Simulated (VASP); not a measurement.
# Si16O31 (a cell with a defect) in VASP: notebook

Si16O31 (a cell with a defect) is run at these levels: PBEsol; tasks: relaxation of the atoms.

Everything below comes from runs of VASP 6.6.1. Logs are shortened: lines on timing, memory, paths and dates and some standing lists are left out, and cuts for length are marked.

## Step 1: The cell of the first run

The cell holds a defect, 47 atoms: a = 8.389 Å, b = 8.389 Å, c = 5.357 Å, α = 90.00°, β = 90.00°, γ = 90.00°.

## Step 2: Relaxation of the atoms, PBEsol

File INCAR:

```
SYSTEM = Si16O31
PREC = Accurate
ENCUT = 520
EDIFF = 1E-7
ISMEAR = -1
SIGMA = 0.05
LREAL = Auto
LASPH = .TRUE.
NELM = 120
ALGO = Normal
ISIF = 2
LWAVE = .FALSE.
LCHARG = .FALSE.
GGA = PS
IBRION = 2
NSW = 100
EDIFFG = -0.03
ISYM = -1
GGA_COMPAT = .FALSE.
NELMIN = 4
```

File KPOINTS:

```
explicit points
1
Reciprocal
  0.25000000   0.25000000   0.25000000 1
```

File POSCAR:

```
Si16O31
1.0
    8.3886930000      0.0000000000      0.0000000000
    0.0000000000      8.3886930000      0.0000000000
    0.0000000000      0.0000000000      5.3570950000
Si O
16 31
Direct
    0.0020770000      0.9982170000      0.0037490000
    0.0019010000      0.0027020000      0.4955940000
    0.0014430000      0.5007340000      0.9900520000
    0.0012040000      0.5009680000      0.4960780000
    0.4982280000      0.9978960000      0.0067200000
    0.5021380000      0.0008010000      0.5026690000
    0.4978250000      0.5000140000      0.9968780000
    0.5026740000      0.5015260000      0.4908880000
    0.2496390000      0.2525940000      0.2550040000
    0.2529130000      0.2490030000      0.7544130000
    0.2493760000      0.7506740000      0.2420720000
    0.2501340000      0.7508910000      0.7515870000
    0.7516680000      0.2477170000      0.2516780000
    0.7511530000      0.2522530000      0.7567160000
    0.7496200000      0.7561070000      0.2512490000
    0.7510280000      0.7512440000      0.7458850000
    0.1544370000      0.1519700000      0.9949200000
    0.1494660000      0.1542290000      0.4966560000
    0.1532410000      0.6535000000      0.9960930000
    0.1521220000      0.6535680000      0.5010480000
    0.6528750000      0.1510180000      0.9998400000
    0.6585530000      0.1514790000      0.4988720000
    0.6515530000      0.6498490000      0.9968420000
    0.6572440000      0.6532990000      0.4987530000
    0.3443850000      0.3510690000      0.0025340000
    0.3445580000      0.3443670000      0.5093310000
    0.3465840000      0.8488700000      0.0014570000
    0.3490630000      0.8497020000      0.5007890000
    0.8490600000      0.3452320000      0.9976800000
    0.8491120000      0.3523430000      0.5005100000
    0.8458440000      0.8463270000      0.0066430000
    0.8492530000      0.8415300000      0.5017880000
    0.0939540000      0.4056070000      0.2507810000
    0.0989590000      0.4061420000      0.7529890000
    0.0991700000      0.9028400000      0.2557160000
    0.0946470000      0.9049710000      0.7461160000
    0.5985420000      0.4046060000      0.7414580000
    0.5976240000      0.9018540000      0.2512040000
    0.5971820000      0.9022150000      0.7503110000
    0.4056030000      0.1000530000      0.2469690000
    0.4050960000      0.0983570000      0.7453260000
    0.3999970000      0.5998360000      0.2521920000
    0.4017320000      0.5981940000      0.7522920000
    0.9034420000      0.0981560000      0.2519490000
    0.9028380000      0.0943280000      0.7517410000
    0.9027550000      0.5974950000      0.2452150000
    0.9018780000      0.5982290000      0.7549640000
```

Potentials or basis: VASP PAW PBE potentials, release 64 (Si, O).

Command:

```
$ cat potpaw_PBE.64/Si/POTCAR potpaw_PBE.64/O/POTCAR > POTCAR
$ mpirun -np 1 vasp_std > vasp.out
```

OUTCAR:

```text
SYSTEM = Si16O31
   PREC = Accurate
   ENCUT = 520
   EDIFF = 1E-7
   ISMEAR = -1
   LREAL = Auto
   LASPH = .TRUE.
   NELM = 120
   ISIF = 2
   GGA = PS
   IBRION = 2
   NSW = 100
   EDIFFG = -0.03
   ISYM = -1
   NELMIN = 4

 ion  position               nearest neighbor table
   1  0.002  0.998  0.004-  36 1.77  35 1.77  44 1.78  45 1.78  17 1.82  31 1.83   2 2.64   2 2.72

   2  0.002  0.003  0.496-  35 1.74  44 1.74  36 1.75  18 1.77  45 1.78  32 1.86   1 2.64   1 2.72

   3  0.001  0.501  0.990-  34 1.71  47 1.72  33 1.79  46 1.79  19 1.81  29 1.83   4 2.65   4 2.71

   4  0.001  0.501  0.496-  33 1.72  46 1.77  30 1.78  34 1.79  20 1.80  47 1.81   3 2.65   3 2.71

   5  0.498  0.998  0.007-  40 1.73  38 1.75  27 1.78  39 1.79  41 1.81  21 1.83   6 2.66   6 2.70

   6  0.502  0.001  0.503-  41 1.74  39 1.75  38 1.77  40 1.80  28 1.80  22 1.82   5 2.66   5 2.70

   7  0.498  0.500  0.997-  43 1.74  25 1.79  37 1.80  23 1.80  42 1.80   8 2.65   8 2.71
   8  0.503  0.502  0.491-  42 1.75  37 1.76  24 1.82  43 1.83  26 1.87   7 2.65   7 2.71
   9  0.250  0.253  0.255-  18 1.75  26 1.76  25 1.77  17 1.81  40 1.83  33 1.83  10 2.68  10 2.68

  10  0.253  0.249  0.754-  26 1.72  17 1.73  25 1.76  41 1.80  18 1.81  34 1.85   9 2.68   9 2.68

  11  0.249  0.751  0.242-  27 1.73  19 1.75  42 1.79  35 1.80  20 1.80  28 1.82  12 2.63  12 2.73

  12  0.250  0.751  0.752-  19 1.74  27 1.77  20 1.77  28 1.78  43 1.81  36 1.84  11 2.63  11 2.73

  13  0.752  0.248  0.252-  22 1.74  21 1.78  29 1.79  44 1.79  30 1.79  14 2.65  14 2.71
  14  0.751  0.252  0.757-  29 1.72  21 1.76  22 1.80  30 1.81  37 1.81  45 1.84  13 2.65  13 2.71

  15  0.750  0.756  0.251-  31 1.72  32 1.74  24 1.76  38 1.77  23 1.82  46 1.85  16 2.65  16 2.71

  16  0.751  0.751  0.746-  32 1.72  24 1.75  31 1.79  23 1.80  47 1.80  39 1.81  15 2.65  15 2.71
[... 30 lines left out ...]
  46  0.903  0.597  0.245-   4 1.77   3 1.79  15 1.85
  47  0.902  0.598  0.755-   3 1.72  16 1.80   4 1.81

IMPORTANT INFORMATION: All symmetrisations will be switched off!
NOSYMM: (Re-)initialisation of all symmetry stuff for point group C_1.

----------------------------------------------------------------------------------------

                                     Primitive cell

  volume of cell :     376.9797

  direct lattice vectors                    reciprocal lattice vectors
     8.388693000  0.000000000  0.000000000     0.119208082  0.000000000  0.000000000
     0.000000000  8.388693000  0.000000000     0.000000000  0.119208082  0.000000000
     0.000000000  0.000000000  5.357095000     0.000000000  0.000000000  0.186668334

  length of vectors
     8.388693000  8.388693000  5.357095000     0.119208082  0.119208082  0.186668334

  position of ions in fractional coordinates (direct lattice)
     0.002077000  0.998217000  0.003749000
     0.001901000  0.002702000  0.495594000
     0.001443000  0.500734000  0.990052000
     0.001204000  0.500968000  0.496078000
     0.498228000  0.997896000  0.006720000
     0.502138000  0.000801000  0.502669000
[... 39 lines left out ...]
     0.902755000  0.597495000  0.245215000
     0.901878000  0.598229000  0.754964000

  ion indices of the primitive-cell ions
   primitive index   ion index
                 1           1
                 2           2
                 3           3
                 4           4
                 5           5
                 6           6
[... 39 lines left out ...]
                46          46
                47          47

----------------------------------------------------------------------------------------

 KPOINTS: explicit points

Read explicit list of k-points.

 Found      1 k-points:

 Following reciprocal coordinates:
            Coordinates               Weight
  0.250000  0.250000  0.250000      1.000000
   k-points           NKPTS =      1   k-points in BZ     NKDIM =      1   number of bands    NBANDS=    150
   number of dos      NEDOS =    301   number of ions     NIONS =     47
   total plane-waves  NPLWV = 163840
   dimension x,y,z NGX =    64 NGY =   64 NGZ =   40
   dimension x,y,z NGXF=   128 NGYF=  128 NGZF=   80
   ions per type =              16  31
   NGX,Y,Z   is equivalent  to a cutoff of  12.68, 12.68, 12.41 a.u.
   NGXF,Y,Z  is equivalent  to a cutoff of  25.37, 25.37, 24.83 a.u.
 SYSTEM =  Si16O31
   PREC   = accura    normal or accurate (medium, high low for compatibility)
   ISTART =      0    job   : 0-new  1-cont  2-samecut
   ICHARG =      2    charge: 1-file 2-atom 10-const
   ISPIN  =      1    spin polarized calculation?
   LNONCOLLINEAR =      F non collinear calculations
   LSORBIT =      F    spin-orbit coupling
   LASPH  =      T    aspherical Exc in radial PAW
   ENCUT  =  520.0 eV  38.22 Ry    6.18 a.u.  15.60 15.60  9.96*2*pi/ulx,y,z
   NELM   =    120;   NELMIN=  4; NELMDL= -5     # of ELM steps
   EDIFF  = 0.1E-06   stopping-criterion for ELM
   LREAL  =      T    real-space projection
   EDIFFG = -.3E-01   stopping-criterion for IOM
   NSW    =    100    number of steps for IOM
   IBRION =      2    ionic relax: 0-MD 1-quasi-New 2-CG
   NFREE  =      1    steps in history (QN), initial steepest desc. (CG)
   ISIF   =      2    stress and relaxation
   ISYM   =     -1    0-nonsym 1-usesym 2-fastsym
   POTIM  = 0.5000    time-step for ionic-motion
   TEBEG  =    0.0;   TEEND  =   0.0 temperature during run
   PSTRESS=    0.0 pullay stress
   NELECT =     250.0000    total number of electrons
   NUPDOWN=      -1.0000    fix difference up-down
   EMIN   =  10.00;   EMAX   =-10.00  energy-range for DOS
   EFERMI =   0.00;   METHOD = LEGACY
   ISMEAR =    -1;   SIGMA  =   0.05  broadening in eV -4-tet -1-fermi 0-gaus
   EFERMI_NEDOS =   21; number of points for ismear=-14 and -15
   IALGO  =     38    algorithm
   IMIX   =      4    mixing-type and parameters
     AMIX     =   0.40;   BMIX     =  1.00
     AMIX_MAG =   1.60;   BMIX_MAG =  1.00
  volume/ion in A,a.u.               =       8.02        54.13
  Fermi-wavevector in a.u.,A,eV,Ry     =   1.427630  2.697829 27.730388  2.038126
  Thomas-Fermi vector in A             =   2.547778
   LORBIT       =      0    0 simple, 1 ext, 2 COOP (PROOUT), +10 PAW based schemes
   GGA     = PS    functional components
   LHFCALC =     F    Hartree Fock is set to
   AEXX    =    0.0000 exact exchange contribution
   IVDW    =     0    specifies the selected vdW correction
   LEPSILON=     F    determine dielectric tensor
   LRPA    =     F    only Hartree local field effects (RPA)
 conjugate gradient relaxation of ions
 non-spin polarized calculation
  energy-cutoff  :      520.00
  volume of cell :      376.98
 maximum number of plane-waves:     10145
 NGX is ok and might be reduce to    64
   NGX = 31   NGY = 31   NGZ = 19

--------------------------------------- Ionic step        1  -------------------------------------------

 number of electron     249.9999970 magnetization

 Free energy of the ion-electron system (eV)
  ---------------------------------------------------
  ext. energy  EPLUGINS =         0.00000000
  ---------------------------------------------------
  free energy    TOTEN  =      -379.57018405 eV

  energy without entropy =     -379.57018405  energy(sigma->0) =     -379.57018405

------------------------ aborting loop because EDIFF is reached ----------------------------------------

  FORCE on cell =-STRESS in cart. coord.  units (eV):
  Direction    XX          YY          ZZ          XY          YZ          ZX
  --------------------------------------------------------------------------------------
  -------------------------------------------------------------------------------------
  Total        3.1391198      2.0078974      0.3037939      1.2339970     -0.8812710     -0.5976385
  in kB       13.3413727      8.5336369      1.2911349      5.2445320     -3.7454338     -2.5399851
  external PRESSURE =       7.7220481 kB  Pullay stress =       0.0000000 kB
[... 68 lines left out ...]
--------------------------------------- Ionic step        2  -------------------------------------------

 number of electron     249.9999951 magnetization

 E-fermi :   9.9925     XC(G=0): -12.3754

 val. band max:        8.7133838861   @ k =   0.2500   0.2500   0.2500
 cond. band min:      12.7950785572   @ k =   0.2500   0.2500   0.2500
 fundamental gap:      4.0816946711
 Fermi energy:         9.9924754556

 k-point     1 :       0.2500    0.2500    0.2500
  band No.  band energies     occupation
      1     -14.3228      2.00000
      2     -13.7776      2.00000
      3     -13.6092      2.00000
      4     -13.2051      2.00000
      5     -12.9358      2.00000
      6     -12.7332      2.00000
[... 129 lines left out ...]
    136      15.9170      0.00000
    137      16.1341      0.00000
 [bands above 137 left out]

------------------------ aborting loop because EDIFF is reached ----------------------------------------

  FORCE on cell =-STRESS in cart. coord.  units (eV):
  Direction    XX          YY          ZZ          XY          YZ          ZX
  --------------------------------------------------------------------------------------
  -------------------------------------------------------------------------------------
  Total        1.1050659      0.7549490     -0.6070982      2.2146704     -0.2221088     -0.5928897
  in kB        4.6965702      3.2085605     -2.5801894      9.4124293     -0.9439705     -2.5198025
  external PRESSURE =       1.7749804 kB  Pullay stress =       0.0000000 kB
[... 143 lines left out ...]
  FREE ENERGIE OF THE ION-ELECTRON SYSTEM (eV)
  ---------------------------------------------------
  free  energy   TOTEN  =      -380.1381665075 eV

  energy  without entropy=     -380.1381665074  energy(sigma->0) =     -380.13816651

[... ionic steps 4 to 13 ...]

--------------------------------------- Ionic step       14  -------------------------------------------

 number of electron     249.9999881 magnetization

------------------------ aborting loop because EDIFF is reached ----------------------------------------
[... 157 lines left out ...]
--------------------------------------- Ionic step       16  -------------------------------------------

 number of electron     249.9999881 magnetization

 Free energy of the ion-electron system (eV)
  ---------------------------------------------------
  ext. energy  EPLUGINS =         0.00000000
  ---------------------------------------------------
  free energy    TOTEN  =      -380.33988090 eV

  energy without entropy =     -380.33988090  energy(sigma->0) =     -380.33988090

 E-fermi :  10.1046     XC(G=0): -12.3744

 val. band max:        8.9028120638   @ k =   0.2500   0.2500   0.2500
 cond. band min:      13.0635235236   @ k =   0.2500   0.2500   0.2500
 fundamental gap:      4.1607114598
 Fermi energy:        10.1045617267

 k-point     1 :       0.2500    0.2500    0.2500
  band No.  band energies     occupation
      1     -14.1974      2.00000
      2     -13.6522      2.00000
      3     -13.5294      2.00000
      4     -13.0544      2.00000
      5     -12.7763      2.00000
      6     -12.5859      2.00000
[... 129 lines left out ...]
    136      15.9188      0.00000
    137      16.0145      0.00000
 [bands above 137 left out]

------------------------ aborting loop because EDIFF is reached ----------------------------------------

  FORCE on cell =-STRESS in cart. coord.  units (eV):
  Direction    XX          YY          ZZ          XY          YZ          ZX
  --------------------------------------------------------------------------------------
  -------------------------------------------------------------------------------------
  Total        1.1269830      1.0406666     -3.5608450      1.5017437     -0.0557984      0.0020884
  in kB        4.7897184      4.4228708    -15.1337201      6.3824650     -0.2371452      0.0088757
  external PRESSURE =      -1.9737103 kB  Pullay stress =       0.0000000 kB
[... 62 lines left out ...]
  FREE ENERGIE OF THE ION-ELECTRON SYSTEM (eV)
  ---------------------------------------------------
  free  energy   TOTEN  =      -380.3398808991 eV

  energy  without entropy=     -380.3398808990  energy(sigma->0) =     -380.33988090

 reached required accuracy - stopping structural energy minimisation
```

Wall time 17 min (1 thread of Intel Xeon Platinum 8124M at 3.00GHz (Skylake/Cascade Lake), shared host); peak memory 0.45 GiB.

What came out:

```
Free energy                  : -380.3399 eV
Energy gained by relaxing    : 16.4 meV/atom
Ionic steps                  : 16
Pressure after relaxing      : -0.2 GPa
Largest force after relaxing : 0.025 eV/Å
Band gap on the k mesh       : 4.16 eV
```

Forces in eV/Å, atoms in the order of the input:
```
Si   0.010  0.007  0.001
Si   0.008 -0.004  0.004
Si   0.000  0.004  0.006
Si  -0.014 -0.008  0.009
Si  -0.005  0.002  0.004
Si  -0.008 -0.012 -0.020
Si   0.015  0.000 -0.008
Si   0.004 -0.001  0.020
Si   0.002 -0.024 -0.006
Si  -0.001 -0.005  0.000
Si   0.002  0.012  0.001
Si   0.001  0.001  0.003
Si   0.002  0.007 -0.007
Si   0.012 -0.003 -0.018
Si   0.001  0.017 -0.001
Si  -0.004  0.013  0.012
O    0.004  0.003  0.003
O   -0.007  0.007  0.006
O   -0.007 -0.013  0.000
O   -0.003 -0.007  0.002
O   -0.012  0.000 -0.002
O   -0.003 -0.006  0.004
O   -0.003  0.003 -0.005
O   -0.007 -0.007  0.011
O   -0.011 -0.002 -0.004
O   -0.003  0.005  0.007
O    0.010 -0.003 -0.004
O    0.011 -0.001 -0.003
O    0.006  0.004 -0.008
O    0.004  0.013 -0.001
O   -0.001 -0.007 -0.008
O   -0.001 -0.010 -0.003
O   -0.003  0.001 -0.008
O   -0.002 -0.002 -0.003
O    0.002 -0.004  0.001
O   -0.002 -0.001  0.000
O   -0.004  0.007  0.011
O    0.002  0.007 -0.002
O    0.002  0.003  0.009
O    0.004 -0.001  0.001
O   -0.012 -0.003  0.007
O    0.002 -0.010  0.001
O    0.006 -0.001  0.006
O   -0.012  0.013 -0.004
O    0.000 -0.002 -0.005
O    0.010 -0.005 -0.011
O    0.003  0.014 -0.001
```

Stress tensor (GPa, compression positive):
```
 0.48  0.64  0.00
 0.64  0.44 -0.02
 0.00 -0.02 -1.51
```

Step by step:
```csv
step,energy change (eV),largest force (eV/Å),pressure (GPa)
1,0.0000,2.1203,0.77
2,0.1599,3.7701,0.18
3,-0.5680,0.8654,-0.07
4,-0.6839,0.6149,-0.19
5,-0.7043,0.4350,-0.21
6,-0.7406,0.3241,-0.20
7,-0.7422,0.2586,-0.21
8,-0.7572,0.1929,-0.21
9,-0.7577,0.1437,-0.21
10,-0.7654,0.0876,-0.22
11,-0.7657,0.0955,-0.22
12,-0.7680,0.0771,-0.21
13,-0.7681,0.0613,-0.21
14,-0.7692,0.0335,-0.20
15,-0.7692,0.0403,-0.20
16,-0.7697,0.0247,-0.20
```

Final structure:
```
CELL_PARAMETERS angstrom
8.38869 0.00000 0.00000
0.00000 8.38869 0.00000
0.00000 0.00000 5.35710
ATOMIC_POSITIONS crystal
Si 0.00067 0.00022 0.99842
Si 0.00070 0.00031 0.50140
Si 0.00114 0.50188 0.00032
Si 0.00132 0.50180 0.49961
Si 0.49931 0.99978 0.00017
Si 0.49919 0.99997 0.49954
Si 0.50329 0.49772 0.00996
Si 0.50345 0.49751 0.48915
Si 0.25002 0.24996 0.24988
Si 0.25101 0.25032 0.75003
Si 0.24921 0.75183 0.24984
Si 0.25397 0.74710 0.74980
Si 0.75381 0.24719 0.25012
Si 0.74779 0.25322 0.75015
Si 0.75115 0.75092 0.24984
Si 0.75074 0.74995 0.74959
O 0.15263 0.15336 0.99964
O 0.15281 0.15339 0.50028
O 0.15292 0.65394 0.99907
O 0.15304 0.65377 0.50066
O 0.65184 0.15576 0.00269
O 0.65073 0.15622 0.49706
O 0.65478 0.65295 0.00193
O 0.65544 0.65302 0.49766
O 0.34800 0.34573 0.00198
O 0.34798 0.34632 0.49763
O 0.34717 0.84810 0.99900
O 0.34700 0.84823 0.50066
O 0.84473 0.35039 0.00303
O 0.84526 0.34919 0.49739
O 0.84750 0.84830 0.99947
O 0.84762 0.84848 0.50014
O 0.09709 0.40331 0.24997
O 0.09679 0.40303 0.75002
O 0.09717 0.90374 0.24988
O 0.09730 0.90362 0.74988
O 0.59850 0.40240 0.74975
O 0.59763 0.90383 0.24988
O 0.59795 0.90421 0.74972
O 0.40207 0.09628 0.24975
O 0.40374 0.09787 0.74992
O 0.40011 0.60114 0.24974
O 0.40578 0.59527 0.74964
O 0.90363 0.09736 0.24998
O 0.90174 0.09931 0.75003
O 0.90481 0.59903 0.25010
O 0.90324 0.59732 0.74984
```

Caveat: the PAW data sets were made with another functional, which shifts forces and pressure a little.

(Part 1 of 3 ends here.)
